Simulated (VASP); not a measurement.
# Ti (Im-3m) in VASP: settings compared, part 2 of 2

VASP 6.6.1. Earlier steps stand in the parts before.

## 4. Vibrations by perturbation theory, LDA

Input file INCAR:

```
PREC = Accurate ; ENCUT = 520
EDIFF = 1E-8 ; ISMEAR = -1
SIGMA = 0.05 ; LREAL = F
LASPH = T ; NELM = 60
ALGO = Fast ; ISIF = 2
LWAVE = F ; LCHARG = T
GGA = CA ; NBANDS = 12
IBRION = 8 ; NSW = 1
```

Input file KPOINTS:

```
regular mesh
0
Gamma
  8 8 8
```

Input file POSCAR:

```
Ti
1.0
   -1.6410000000      1.6410000000      1.6410000000
    1.6410000000     -1.6410000000      1.6410000000
    1.6410000000      1.6410000000     -1.6410000000
Ti
1
Direct
    0.0000000000      0.0000000000      0.0000000000
```

Potentials or basis: VASP PAW LDA potentials, release 64 (Ti_sv).

The run is started by

```sh
cat potpaw_LDA.64/Ti_sv/POTCAR > POTCAR
mpirun -np 1 vasp_std > vasp.out
```

OUTCAR:

```text
PREC = Accurate
   ENCUT = 520
   EDIFF = 1E-8
   ISMEAR = -1
   LREAL = F
   LASPH = T
   NELM = 60
   ISIF = 2
   GGA = CA
   IBRION = 8
   NSW = 1

 ion  position               nearest neighbor table
   1  0.000  0.000  0.000-

  LATTYP: Found a body centered cubic cell.
 ALAT       =     3.2820000000

  Lattice vectors:

 A1 = (  -1.6410000000,   1.6410000000,   1.6410000000)
 A2 = (   1.6410000000,  -1.6410000000,   1.6410000000)
 A3 = (   1.6410000000,   1.6410000000,  -1.6410000000)

Analysis of symmetry for initial positions (statically):
=====================================================================
 Subroutine PRICEL returns:
 Original cell was already a primitive cell.

 Routine SETGRP: Setting up the symmetry group for a
 body centered cubic supercell.

 Subroutine GETGRP returns: Found 48 space group operations
[... 9 lines left out ...]

 Routine SETGRP: Setting up the symmetry group for a
 body centered cubic supercell.

 Subroutine GETGRP returns: Found 48 space group operations
[... 11 lines left out ...]
                                     Primitive cell

  volume of cell :      17.6761

  direct lattice vectors                    reciprocal lattice vectors
    -1.641000000  1.641000000  1.641000000     0.000000000  0.304692261  0.304692261
     1.641000000 -1.641000000  1.641000000     0.304692261  0.000000000  0.304692261
     1.641000000  1.641000000 -1.641000000     0.304692261  0.304692261  0.000000000

  length of vectors
     2.842295375  2.842295375  2.842295375     0.430899928  0.430899928  0.430899928

  position of ions in fractional coordinates (direct lattice)
     0.000000000  0.000000000  0.000000000

  ion indices of the primitive-cell ions
   primitive index   ion index
                 1           1

----------------------------------------------------------------------------------------

 KPOINTS: regular mesh

Automatic generation of k-mesh.
 Grid dimensions read from file:
 generate k-points for:    8    8    8

 Generating k-lattice:

  Cartesian coordinates                     Fractional coordinates (reciprocal lattice)
     0.000000000  0.038086533  0.038086533     0.125000000  0.000000000  0.000000000
     0.038086533  0.000000000  0.038086533     0.000000000  0.125000000  0.000000000
     0.038086533  0.038086533  0.000000000     0.000000000  0.000000000  0.125000000

  Length of vectors
     0.053862491  0.053862491  0.053862491

  Shift w.r.t. Gamma in fractional coordinates (k-lattice)
     0.000000000  0.000000000  0.000000000

 Subroutine IBZKPT returns following result:
 ===========================================

 Found     29 irreducible k-points:

 Following reciprocal coordinates:
            Coordinates               Weight
  0.000000  0.000000  0.000000      1.000000
[... 83 lines left out ...]
 number of electron      12.0000001 magnetization

 Free energy of the ion-electron system (eV)
  ---------------------------------------------------
  ext. energy  EPLUGINS =         0.00000000
  ---------------------------------------------------
  free energy    TOTEN  =        -8.40535138 eV

  energy without entropy =       -8.38619888  energy(sigma->0) =       -8.39577513

 E-fermi :   7.6594     XC(G=0): -11.6960

 val. band max:        7.6263285406   @ k =   0.2500   0.2500   0.0000
 cond. band min:       7.6687223967   @ k =  -0.3750   0.3750   0.1250
 fundamental gap:      0.0423938561
 Fermi energy:         7.6594397627

 k-point     1 :       0.0000    0.0000    0.0000
  band No.  band energies     occupation
      1     -48.1990      2.00000
      2     -24.4454      2.00000
      3     -24.4454      2.00000
      4     -24.4454      2.00000
      5       1.8271      2.00000
      6       8.5975      0.00000
      7       8.5975      0.00000
      8       8.5975      0.00000
      9      10.3343      0.00000
     10      10.3343      0.00000
     11      25.0353      0.00000
     12      25.0353      0.00000
[... 331 lines left out ...]
 k-point    24 :      -0.3750    0.3750    0.2500
  band No.  band energies     occupation
      1     -48.0404      2.00000
      2     -24.9310      2.00000
      3     -24.7444      2.00000
      4     -24.6842      2.00000
      5       5.9657      2.00000
      6       6.8783      2.00000
      7       8.9242      0.00000
      8       9.4095      0.00000
      9      10.9776      0.00000
     10      12.0294      0.00000
     11      18.6721      0.00000
     12      20.4734      0.00000

 [... further k-points ...]
[... 5 lines left out ...]
  --------------------------------------------------------------------------------------
  -------------------------------------------------------------------------------------
  Total       -1.2071162     -1.2071162     -1.2071162      0.0000000      0.0000000      0.0000000
  in kB     -109.4142618   -109.4142618   -109.4142618      0.0000000      0.0000000      0.0000000
  external PRESSURE =    -109.4142618 kB  Pullay stress =       0.0000000 kB

 VOLUME and BASIS-vectors are now :
 -----------------------------------------------------------------------------
  energy-cutoff  :      520.00
  volume of cell :       17.68
      direct lattice vectors                 reciprocal lattice vectors
    -1.641000000  1.641000000  1.641000000     0.000000000  0.304692261  0.304692261
     1.641000000 -1.641000000  1.641000000     0.304692261  0.000000000  0.304692261
     1.641000000  1.641000000 -1.641000000     0.304692261  0.304692261  0.000000000

 POSITION                                       TOTAL-FORCE (eV/Angst)
 -----------------------------------------------------------------------------------
      0.00000      0.00000      0.00000         0.000000     -0.000000     -0.000000
 -----------------------------------------------------------------------------------
    total drift:                                0.000000      0.000000     -0.000000

  FREE ENERGIE OF THE ION-ELECTRON SYSTEM (eV)
  ---------------------------------------------------
  free  energy   TOTEN  =        -8.4053513849 eV

  energy  without entropy=       -8.3861988844  energy(sigma->0) =       -8.39577513

[... ionic steps 2 to 3 ...]

--------------------------------------- Ionic step        4  -------------------------------------------

 Free energy of the ion-electron system (eV)
  ---------------------------------------------------
  ---------------------------------------------------
  free energy    TOTEN  =        -0.53780442 eV

  energy without entropy =       -0.53780442

------------------------ aborting loop because EDIFF is reached ----------------------------------------

 INTERNAL STRAIN TENSOR  FOR ION    1  DIRECTION 1   (eV/Angst):
 -----------------------------------------------------------------------------
     0.05006 -0.00000  0.00000
    -0.00000  0.01367  0.00000
    -0.00000  0.00000  0.01367

 INTERNAL STRAIN TENSOR FOR ION    1 for displacements in x,y,z  (eV/Angst):
          X           Y           Z          XY          YZ          ZX
  --------------------------------------------------------------------------------
  x     0.00000     0.00000     0.00000     0.00000     0.00000     0.00000
  y     0.00000     0.00000     0.00000     0.00000     0.00000     0.00000
  z     0.00000     0.00000     0.00000     0.00000     0.00000     0.00000

 SECOND DERIVATIVES (NOT SYMMETRIZED)
 ------------------------------------
               1X          1Y          1Z
  1X    -0.016324    0.000000    0.000000
  1Y     0.000000   -0.016324    0.000000
  1Z     0.000000    0.000000   -0.016324

 Eigenvectors and eigenvalues of the dynamical matrix
 ----------------------------------------------------

   1 f  =    0.288664 THz     1.813731 2PiTHz    9.628803 cm-1     1.193819 meV
             X         Y         Z           dx          dy          dz
      0.000000  0.000000  0.000000     1.000000    0.000000    0.000000

   2 f  =    0.288664 THz     1.813731 2PiTHz    9.628803 cm-1     1.193819 meV
             X         Y         Z           dx          dy          dz
      0.000000  0.000000  0.000000     0.000000    1.000000    0.000000

   3 f  =    0.288664 THz     1.813731 2PiTHz    9.628803 cm-1     1.193819 meV
             X         Y         Z           dx          dy          dz
      0.000000  0.000000  0.000000     0.000000    0.000000    1.000000

--------------------------------------------------------------------------------------------------------

 ELASTIC MODULI CONTR FROM IONIC RELAXATION (kBar)
 Direction    XX          YY          ZZ          XY          YZ          ZX
 --------------------------------------------------------------------------------
 XX           0.0000      0.0000      0.0000      0.0000      0.0000      0.0000
 YY           0.0000      0.0000      0.0000      0.0000      0.0000      0.0000
 ZZ           0.0000      0.0000      0.0000      0.0000      0.0000      0.0000
 XY           0.0000      0.0000      0.0000      0.0000      0.0000      0.0000
 YZ           0.0000      0.0000      0.0000      0.0000      0.0000      0.0000
 ZX           0.0000      0.0000      0.0000      0.0000      0.0000      0.0000
 --------------------------------------------------------------------------------
```

OSZICAR:

```text
N       E                     dE             d eps       ncg     rms          rms(c)
DAV:   1     0.893629573548E+02    0.89363E+02   -0.63573E+03   696   0.119E+03
DAV:   2    -0.481496092242E+01   -0.94178E+02   -0.91756E+02   712   0.306E+02
DAV:   3    -0.940046089822E+01   -0.45855E+01   -0.45356E+01   948   0.674E+01
DAV:   4    -0.949602029040E+01   -0.95559E-01   -0.95487E-01   776   0.857E+00
[... 53 lines left out ...]
RMM:  12    -0.537802958230E+00   -0.55432E-06   -0.12222E-05  3183   0.200E-03    0.311E-05
RMM:  13    -0.537803523566E+00   -0.56534E-06   -0.11507E-05  3258   0.151E-03    0.259E-05
RMM:  14    -0.537803860714E+00   -0.33715E-06   -0.10664E-05  3282   0.126E-03    0.246E-05
RMM:  15    -0.537804077254E+00   -0.21654E-06   -0.85701E-06  3292   0.110E-03    0.239E-05
RMM:  16    -0.537804419183E+00   -0.34193E-06   -0.76457E-06  3264   0.992E-04    0.249E-05
 Linear response finished
```

Run time: 14 s. Hardware: 1 thread of Intel Xeon 6975P-C (Granite Rapids), shared host; peak memory 0.15 GiB.

## 5. Vibrations by perturbation theory, PBEsol

Input file INCAR:

```
SYSTEM = Ti
ALGO     = Normal         ! electronic algorithm
EDIFF    = 1E-8           ! SCF threshold, eV
ENCUT    = 520            ! plane-wave cutoff, eV
GGA      = PS             ! functional
IBRION   = 8              ! ionic algorithm
ISIF     = 2              ! what is computed and relaxed
ISMEAR   = -1             ! smearing method
LASPH    = .True.         ! aspherical terms in the spheres
LCHARG   = .True.         ! write CHGCAR
LREAL    = .False.        ! projectors in reciprocal space
LWAVE    = .False.        ! write WAVECAR
NBANDS   = 12             ! bands
NELM     = 100            ! most SCF steps
NSW      = 1              ! ionic steps
PREC     = Accurate       ! precision mode
SIGMA    = 0.05           ! smearing width, eV
```

Input file KPOINTS:

```
k-points
0
Gamma
  8 8 8
  0 0 0
```

POSCAR is that of step 4.

Potentials or basis: VASP PAW PBE potentials, release 64 (Ti_sv).

The run is started by

```sh
cat potpaw_PBE.64/Ti_sv/POTCAR > POTCAR
mpirun -np 1 vasp_std > vasp.out
```

OUTCAR:

```text
SYSTEM = Ti
   EDIFF = 1E-8
   ENCUT = 520
   GGA = PS
   IBRION = 8
   ISIF = 2
   ISMEAR = -1
   LASPH = .True.
   LREAL = .False.
   NELM = 100
   NSW = 1
   PREC = Accurate

 ion  position               nearest neighbor table
   1  0.000  0.000  0.000-

  LATTYP: Found a body centered cubic cell.
 ALAT       =     3.2820000000

  Lattice vectors:

 A1 = (  -1.6410000000,   1.6410000000,   1.6410000000)
[... 599 lines left out ...]
  x     0.00000     0.00000     0.00000     0.00000     0.00000     0.00000
  y     0.00000     0.00000     0.00000     0.00000     0.00000     0.00000
  z     0.00000     0.00000     0.00000     0.00000     0.00000     0.00000

 SECOND DERIVATIVES (NOT SYMMETRIZED)
 ------------------------------------
               1X          1Y          1Z
  1X    -0.018513    0.000000    0.000000
  1Y     0.000000   -0.018513    0.000000
  1Z     0.000000    0.000000   -0.018513

 Eigenvectors and eigenvalues of the dynamical matrix
 ----------------------------------------------------

   1 f  =    0.307407 THz     1.931495 2PiTHz   10.253995 cm-1     1.271333 meV
             X         Y         Z           dx          dy          dz
      0.000000  0.000000  0.000000     1.000000    0.000000    0.000000

   2 f  =    0.307407 THz     1.931495 2PiTHz   10.253995 cm-1     1.271333 meV
             X         Y         Z           dx          dy          dz
      0.000000  0.000000  0.000000     0.000000    1.000000    0.000000

   3 f  =    0.307407 THz     1.931495 2PiTHz   10.253995 cm-1     1.271333 meV
             X         Y         Z           dx          dy          dz
      0.000000  0.000000  0.000000     0.000000    0.000000    1.000000

--------------------------------------------------------------------------------------------------------

 ELASTIC MODULI CONTR FROM IONIC RELAXATION (kBar)
 Direction    XX          YY          ZZ          XY          YZ          ZX
 --------------------------------------------------------------------------------
 XX           0.0000      0.0000      0.0000      0.0000      0.0000      0.0000
 YY           0.0000      0.0000      0.0000      0.0000      0.0000      0.0000
 ZZ           0.0000      0.0000      0.0000      0.0000      0.0000      0.0000
 XY           0.0000      0.0000      0.0000      0.0000      0.0000      0.0000
 YZ           0.0000      0.0000      0.0000      0.0000      0.0000      0.0000
 ZX           0.0000      0.0000      0.0000      0.0000      0.0000      0.0000
 --------------------------------------------------------------------------------
```

It took 23 s on 1 thread of Intel Xeon 6975P-C (Granite Rapids), shared host; peak memory 0.16 GiB.

Caveat: the PAW data sets were made with another functional, which shifts forces and pressure a little.

## 6. Elastic constants, LDA

Input file INCAR:

```
PREC = Accurate
ENCUT = 600
EDIFF = 1E-8
ISMEAR = -1
SIGMA = 0.05
LREAL = F
LASPH = T
NELM = 60
ALGO = Normal
ISIF = 3
LWAVE = F
LCHARG = F
GGA = CA
IBRION = 6
NFREE = 2
POTIM = 0.015
NSW = 1
```

Input file KPOINTS:

```
Automatic mesh
0
Gamma
  8 8 8
```

POSCAR is that of step 5.

Potentials or basis: VASP PAW LDA potentials, release 64 (Ti_sv).

The run is started by

```sh
cat potpaw_LDA.64/Ti_sv/POTCAR > POTCAR
mpirun -np 1 vasp_std > vasp.out
```

Run time: 56 s. Hardware: 1 thread of Intel Xeon 6975P-C (Granite Rapids), shared host; peak memory 0.19 GiB.

The run converged. Its results:

| Item | Value |
| --- | --- |
| Elastic constants C11, C12, C44 | 79, 101, 45 GPa |
| Voigt bulk modulus | 94 GPa |

Elastic tensor in Voigt notation (GPa, in the Cartesian axes of the cell as first typed):
```
 79 101 101   0   0   0
101  79 101   0   0   0
101 101  79   0   0   0
  0   0   0  45   0   0
  0   0   0   0  45   0
  0   0   0   0   0  45
```

Clamped-ion elastic tensor (GPa):
```
 79 101 101   0   0   0
101  79 101   0   0   0
101 101  79   0   0   0
  0   0   0  45   0   0
  0   0   0   0  45   0
  0   0   0   0   0  45
```

Caveat: the cell is under stress, which shifts elastic constants; the elastic tensor has a negative eigenvalue, so either the cell is unstable as it stands or the mesh is too thin.
